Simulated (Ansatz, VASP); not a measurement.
**Si2Mo in VASP and in Ansatz**

```xyz
3
Lattice="-1.6000 1.6000 3.9305 1.6000 -1.6000 3.9305 1.6000 1.6000 -3.9305" Properties=species:S:1:pos:R:3 pbc="T T T"
Mo    0.0000    0.0000    0.0000
Si    0.0000    0.0000    5.2433
Si    0.0000    0.0000    2.6177
```

Alike in both runs: task single point; functional PBE; k mesh 12 × 12 × 12; occupations gaussian, width 0.019 eV; no spin polarisation.

|  | VASP | Ansatz |
| --- | --- | --- |
| version | VASP 6.6.1 | Ansatz 0.2.0 |
| potentials or method | VASP PAW PBE potentials, release 64 (Mo_sv, Si) | Ansatz PAW |
| plane-wave cutoff (eV) | 520 | 420 |
| valence electrons in the cell | 22 | 22 |

```tsv
	VASP	Ansatz	Ansatz less VASP
gap on the k mesh at the Fermi level (eV)	none	none	-
pressure (GPa)	2.4	2.2	-0.16
traceless stress, the component that is largest in VASP (GPa)	-0.77	-0.76	+0.008
rms of the force components (eV/Å)	0.128	0.130	+0.0022
```

Atom by atom the forces differ by 0.002 eV/Å (rms over components). A gap of «none» marks a metal or a gap that the smearing closes.
